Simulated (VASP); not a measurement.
# Yb2YC (P4/mmm) in VASP: a series of runs

Runs on Yb2YC. Level: PBE. Tasks: single point, relaxation of cell and atoms.

Program: VASP 6.6.1. These are calculated values, not measurements. Logs are shortened: lines on timing, memory, paths and dates and some standing lists are left out, and cuts for length are marked.

## 1. The cell of the first run

Symmetry: P4/mmm, No. 123, tetragonal system. Conventional cell: a = 3.951 Å, b = 3.951 Å, c = 5.818 Å, α = 90.00°, β = 90.00°, γ = 90.00°. Yb (site symmetry 4/mmm) has 4 Yb at 2.79 Å and 2 Y at 2.91 Å within 3.7 Å. Yb (site symmetry 4/mmm) has 4 Yb at 2.79 Å and 2 C at 2.91 Å within 3.7 Å. Within 3.7 Å of Y (site symmetry 4/mmm) lie 4 C at 2.79 Å and 2 Yb at 2.91 Å. C (site symmetry 4/mmm) has 4 Y at 2.79 Å and 2 Yb at 2.91 Å within 3.7 Å.

The cell was built from a structure type or drawn by symmetry, and may not be a known phase.

## 2. Single point, PBE

INCAR reads:

```
SYSTEM = Yb2YC
ALGO     = Normal         ! electronic algorithm
EDIFF    = 1E-6           ! SCF threshold, eV
ENCUT    = 600            ! plane-wave cutoff, eV
GGA      = PE             ! functional
GGA_COMPAT= .FALSE.      
ISIF     = 2              ! what is computed and relaxed
ISMEAR   = 0              ! smearing method
LASPH    = .TRUE.         ! aspherical terms in the spheres
LCHARG   = .FALSE.        ! write CHGCAR
LMAXMIX  = 6              ! l up to which the mixer works
LREAL    = .FALSE.        ! projectors in reciprocal space
LWAVE    = .FALSE.        ! write WAVECAR
NBANDS   = 40             ! bands
NELM     = 200            ! most SCF steps
PREC     = Accurate       ! precision mode
SIGMA    = 0.1            ! smearing width, eV
```

KPOINTS reads:

```
k-points
0
G
  4 4 4
  0 0 0
```

POSCAR reads:

```
Yb2YC
1.0
    3.9505148721      0.0000000000      0.0000000000
    0.0000000000      3.9505148721      0.0000000000
    0.0000000000      0.0000000000      5.8182876329
Yb Y C
2 1 1
Direct
    0.0000000000      0.0000000000      0.0000000000
    0.5000000000      0.5000000000      0.0000000000
    0.0000000000      0.0000000000      0.5000000000
    0.5000000000      0.5000000000      0.5000000000
```

Potentials or basis: VASP PAW PBE potentials, release 64 (Yb, Y_sv, C).

Command:

```
cat potpaw_PBE.64/Yb/POTCAR potpaw_PBE.64/Y_sv/POTCAR potpaw_PBE.64/C/POTCAR > POTCAR
mpirun -np 1 vasp_std > vasp.out
```

OUTCAR:

```text
SYSTEM = Yb2YC
   EDIFF = 1E-6
   ENCUT = 600
   GGA = PE
   ISIF = 2
   ISMEAR = 0
   LASPH = .TRUE.
   LREAL = .FALSE.
   NELM = 200
   PREC = Accurate

 ion  position               nearest neighbor table
   1  0.000  0.000  0.000-   2 2.79   2 2.79   2 2.79   2 2.79   3 2.91   3 2.91
   2  0.500  0.500  0.000-   1 2.79   1 2.79   1 2.79   1 2.79   4 2.91   4 2.91   3 4.03   3 4.03
                             3 4.03   3 4.03   3 4.03   3 4.03   3 4.03   3 4.03
   3  0.000  0.000  0.500-   4 2.79   4 2.79   4 2.79   4 2.79   1 2.91   1 2.91   2 4.03   2 4.03
                             2 4.03   2 4.03   2 4.03   2 4.03   2 4.03   2 4.03
   4  0.500  0.500  0.500-   3 2.79   3 2.79   3 2.79   3 2.79   2 2.91   2 2.91

  LATTYP: Found a simple tetragonal cell.
 ALAT       =     3.9505148721
 C/A-ratio  =     1.4727922363

  Lattice vectors:

 A1 = (   3.9505148721,   0.0000000000,   0.0000000000)
 A2 = (   0.0000000000,   3.9505148721,   0.0000000000)
 A3 = (   0.0000000000,   0.0000000000,   5.8182876329)

Analysis of symmetry for initial positions (statically):
=====================================================================
 Subroutine PRICEL returns:
 Original cell was already a primitive cell.

 Routine SETGRP: Setting up the symmetry group for a
 simple tetragonal supercell.

 Subroutine GETGRP returns: Found 16 space group operations
 (whereof 16 operations were pure point group operations)
 out of a pool of 16 trial point group operations.

The static configuration has the point symmetry D_4h.

Analysis of symmetry for dynamics (positions and initial velocities):
=====================================================================
 Subroutine PRICEL returns:
 Original cell was already a primitive cell.

 Routine SETGRP: Setting up the symmetry group for a
 simple tetragonal supercell.

 Subroutine GETGRP returns: Found 16 space group operations
 (whereof 16 operations were pure point group operations)
 out of a pool of 16 trial point group operations.

The dynamic configuration has the point symmetry D_4h.

 Subroutine INISYM returns: Found 16 space group operations
 (whereof 16 operations are pure point group operations),
 and found     1 'primitive' translations

----------------------------------------------------------------------------------------

                                     Primitive cell

  volume of cell :      90.8035

  direct lattice vectors                    reciprocal lattice vectors
     3.950514872  0.000000000  0.000000000     0.253131562  0.000000000  0.000000000
     0.000000000  3.950514872  0.000000000     0.000000000  0.253131562  0.000000000
     0.000000000  0.000000000  5.818287633     0.000000000  0.000000000  0.171871874

  length of vectors
     3.950514872  3.950514872  5.818287633     0.253131562  0.253131562  0.171871874

  position of ions in fractional coordinates (direct lattice)
     0.000000000  0.000000000  0.000000000
     0.500000000  0.500000000  0.000000000
     0.000000000  0.000000000  0.500000000
     0.500000000  0.500000000  0.500000000

  ion indices of the primitive-cell ions
   primitive index   ion index
                 1           1
                 2           2
                 3           3
                 4           4

----------------------------------------------------------------------------------------

 KPOINTS: k-points

Automatic generation of k-mesh.
 Grid dimensions read from file:
 generate k-points for:    4    4    4

 Generating k-lattice:

  Cartesian coordinates                     Fractional coordinates (reciprocal lattice)
     0.063282890  0.000000000  0.000000000     0.250000000  0.000000000  0.000000000
     0.000000000  0.063282890  0.000000000     0.000000000  0.250000000  0.000000000
     0.000000000  0.000000000  0.042967969     0.000000000  0.000000000  0.250000000

  Length of vectors
     0.063282890  0.063282890  0.042967969

  Shift w.r.t. Gamma in fractional coordinates (k-lattice)
     0.000000000  0.000000000  0.000000000

 Subroutine IBZKPT returns following result:
 ===========================================

 Found     18 irreducible k-points:

 Following reciprocal coordinates:
            Coordinates               Weight
  0.000000  0.000000  0.000000      1.000000
  0.250000  0.000000  0.000000      4.000000
  0.500000  0.000000  0.000000      2.000000
  0.250000  0.250000  0.000000      4.000000
  0.500000  0.250000  0.000000      4.000000
  0.500000  0.500000  0.000000      1.000000
[... 10 lines left out ...]
  0.500000  0.250000  0.500000      4.000000
  0.500000  0.500000  0.500000      1.000000
   k-points           NKPTS =     18   k-points in BZ     NKDIM =     18   number of bands    NBANDS=     40
   number of dos      NEDOS =    301   number of ions     NIONS =      4
   total plane-waves  NPLWV =  49152
   dimension x,y,z NGX =    32 NGY =   32 NGZ =   48
   dimension x,y,z NGXF=    64 NGYF=   64 NGZF=   96
   ions per type =               2   1   1
   NGX,Y,Z   is equivalent  to a cutoff of  13.47, 13.47, 13.72 a.u.
   NGXF,Y,Z  is equivalent  to a cutoff of  26.93, 26.93, 27.43 a.u.
 SYSTEM =  Yb2YC
   PREC   = accura    normal or accurate (medium, high low for compatibility)
   ISTART =      0    job   : 0-new  1-cont  2-samecut
   ICHARG =      2    charge: 1-file 2-atom 10-const
   ISPIN  =      1    spin polarized calculation?
   LNONCOLLINEAR =      F non collinear calculations
   LSORBIT =      F    spin-orbit coupling
   LASPH  =      T    aspherical Exc in radial PAW
   ENCUT  =  600.0 eV  44.10 Ry    6.64 a.u.   7.89  7.89 11.62*2*pi/ulx,y,z
   NELM   =    200;   NELMIN=  2; NELMDL= -5     # of ELM steps
   EDIFF  = 0.1E-05   stopping-criterion for ELM
   LREAL  =      F    real-space projection
   EDIFFG = 0.1E-04   stopping-criterion for IOM
   NSW    =      0    number of steps for IOM
   IBRION =     -1    ionic relax: 0-MD 1-quasi-New 2-CG
   NFREE  =      0    steps in history (QN), initial steepest desc. (CG)
   ISIF   =      2    stress and relaxation
   ISYM   =      2    0-nonsym 1-usesym 2-fastsym
   POTIM  = 0.5000    time-step for ionic-motion
   TEBEG  =    0.0;   TEEND  =   0.0 temperature during run
   PSTRESS=    0.0 pullay stress
   NELECT =      63.0000    total number of electrons
   NUPDOWN=      -1.0000    fix difference up-down
   EMIN   =  10.00;   EMAX   =-10.00  energy-range for DOS
   EFERMI =   0.00;   METHOD = LEGACY
   ISMEAR =     0;   SIGMA  =   0.10  broadening in eV -4-tet -1-fermi 0-gaus
   EFERMI_NEDOS =   21; number of points for ismear=-14 and -15
   IALGO  =     38    algorithm
   IMIX   =      4    mixing-type and parameters
     AMIX     =   0.40;   BMIX     =  1.00
     AMIX_MAG =   1.60;   BMIX_MAG =  1.00
  volume/ion in A,a.u.               =      22.70       153.19
  Fermi-wavevector in a.u.,A,eV,Ry     =   1.449286  2.738754 28.578091  2.100430
  Thomas-Fermi vector in A             =   2.567030
   LORBIT       =      0    0 simple, 1 ext, 2 COOP (PROOUT), +10 PAW based schemes
   GGA     = PE    functional components
   LHFCALC =     F    Hartree Fock is set to
   AEXX    =    0.0000 exact exchange contribution
   IVDW    =     0    specifies the selected vdW correction
   LEPSILON=     F    determine dielectric tensor
   LRPA    =     F    only Hartree local field effects (RPA)
 non-spin polarized calculation
 Gauss-broadening in eV      SIGMA  =   0.10
  energy-cutoff  :      600.00
  volume of cell :       90.80
 maximum number of plane-waves:      3048
 NGX is ok and might be reduce to    32
   NGX = 15   NGY = 15   NGZ = 23

 number of electron      62.9999985 magnetization

 Free energy of the ion-electron system (eV)
  ---------------------------------------------------
  ext. energy  EPLUGINS =         0.00000000
  ---------------------------------------------------
  free energy    TOTEN  =       -18.37794442 eV

  energy without entropy =      -18.36218108  energy(sigma->0) =      -18.37006275

 E-fermi :   2.5728     XC(G=0): -10.5691

 val. band max:        2.5011120522   @ k =   0.2500   0.0000   0.5000
 cond. band min:       2.6137294920   @ k =   0.5000   0.0000   0.0000
 fundamental gap:      0.1126174398
 Fermi energy:         2.5727693145

 k-point     1 :       0.0000    0.0000    0.0000
  band No.  band energies     occupation
      1     -49.2042      2.00000
      2     -48.7948      2.00000
      3     -39.7326      2.00000
      4     -22.2753      2.00000
      5     -22.2753      2.00000
      6     -21.9487      2.00000
[... 32 lines left out ...]
     39       6.8308      0.00000
     40       7.2950      0.00000

 k-point     2 :       0.2500    0.0000    0.0000
  band No.  band energies     occupation
      1     -49.1606      2.00000
      2     -48.8386      2.00000
      3     -39.7296      2.00000
      4     -22.0912      2.00000
      5     -22.0522      2.00000
      6     -21.9099      2.00000
[... 32 lines left out ...]
     39       7.3272      0.00000
     40       7.5788      0.00000

 k-point     3 :       0.5000    0.0000    0.0000
  band No.  band energies     occupation
      1     -49.0992      2.00000
      2     -48.9000      2.00000
      3     -39.7266      2.00000
      4     -21.8682      2.00000
      5     -21.6201      2.00000
      6     -21.5345      2.00000
[... 32 lines left out ...]
     39       6.8687      0.00000
     40       6.9442      0.00000

 k-point     4 :       0.2500    0.2500    0.0000
  band No.  band energies     occupation
      1     -49.1326      2.00000
      2     -48.8649      2.00000
      3     -39.7267      2.00000
      4     -22.4426      2.00000
      5     -21.8860      2.00000
      6     -21.6665      2.00000
[... 32 lines left out ...]
     39       6.6374      0.00000
     40       7.3128      0.00000
[... 514 lines left out ...]
     39       6.3342      0.00000
     40       6.4780      0.00000

 k-point    17 :       0.5000    0.2500    0.5000
  band No.  band energies     occupation
      1     -49.0973      2.00000
      2     -48.8983      2.00000
      3     -39.7261      2.00000
      4     -22.2929      2.00000
      5     -22.2903      2.00000
      6     -21.5671      2.00000
[... 32 lines left out ...]
     39       6.5833      0.00000
     40       6.7058      0.00000

 k-point    18 :       0.5000    0.5000    0.5000
  band No.  band energies     occupation
      1     -49.0956      2.00000
      2     -48.8965      2.00000
      3     -39.7231      2.00000
      4     -22.6009      2.00000
      5     -22.6009      2.00000
      6     -21.5613      2.00000
[... 32 lines left out ...]
     39       7.7625      0.00000
     40       7.8505      0.00000

------------------------ aborting loop because EDIFF is reached ----------------------------------------

  FORCE on cell =-STRESS in cart. coord.  units (eV):
  Direction    XX          YY          ZZ          XY          YZ          ZX
  --------------------------------------------------------------------------------------
  -------------------------------------------------------------------------------------
  Total        0.5685359      0.5685359      0.6063483      0.0000000      0.0000000      0.0000000
  in kB       10.0314997     10.0314997     10.6986794      0.0000000      0.0000000      0.0000000
  external PRESSURE =      10.2538929 kB  Pullay stress =       0.0000000 kB

 VOLUME and BASIS-vectors are now :
 -----------------------------------------------------------------------------
  energy-cutoff  :      600.00
  volume of cell :       90.80
      direct lattice vectors                 reciprocal lattice vectors
     3.950514872  0.000000000  0.000000000     0.253131562  0.000000000  0.000000000
     0.000000000  3.950514872  0.000000000     0.000000000  0.253131562  0.000000000
     0.000000000  0.000000000  5.818287633     0.000000000  0.000000000  0.171871874

 POSITION                                       TOTAL-FORCE (eV/Angst)
 -----------------------------------------------------------------------------------
      0.00000      0.00000      0.00000         0.000000      0.000000      0.000000
      1.97526      1.97526      0.00000         0.000000      0.000000      0.000000
      0.00000      0.00000      2.90914         0.000000      0.000000      0.000000
      1.97526      1.97526      2.90914         0.000000      0.000000      0.000000
 -----------------------------------------------------------------------------------
    total drift:                                0.000000      0.000000     -0.000000

  FREE ENERGIE OF THE ION-ELECTRON SYSTEM (eV)
  ---------------------------------------------------
  free  energy   TOTEN  =       -18.3779444196 eV

  energy  without entropy=      -18.3621810762  energy(sigma->0) =      -18.37006275
```

Run time: 21 min. Hardware: 1 thread of Intel Xeon 8259CL, shared host; peak memory 0.29 GiB.

Results:

* Free energy: -18.3779 eV
* Pressure: 1.0 GPa
* Band gap on the k mesh: zero (an odd number of electrons rules out a gap without spin polarisation)

Levels at points of the mesh, in eV from the Fermi level:
```tsv
k point	band 27	band 28	band 29	band 30	band 31	band 32	band 33	band 34	band 35	band 36
(0.00, 0.00, 0.00)	-0.40	-0.39	-0.35	-0.35	-0.24	0.36	0.54	0.54	0.64	0.64
(0.50, 0.00, 0.00)	-0.55	-0.53	-0.52	-0.44	-0.38	0.04	1.27	1.31	1.71	2.35
(0.50, 0.50, 0.00)	-0.45	-0.42	-0.37	-0.37	-0.34	-0.34	0.26	0.37	0.99	3.75
(0.00, 0.00, 0.50)	-0.39	-0.38	-0.38	-0.35	0.07	0.07	0.40	0.98	1.29	2.61
(0.50, 0.00, 0.50)	-0.52	-0.50	-0.45	-0.44	-0.40	1.01	1.36	1.38	2.71	2.91
(0.50, 0.50, 0.50)	-0.40	-0.36	-0.36	-0.35	0.10	0.76	0.76	0.89	1.43	1.43
```

Caveat: the k points lie up to 0.40 Å⁻¹ apart, too coarse for converged energies and pressures of a metal; spin-orbit coupling is left out, which moves the levels of the heavy elements. Spin polarisation is off, so any magnetic state and its effect on volume and gap are missing.

(Continued in part 2 of 2.)
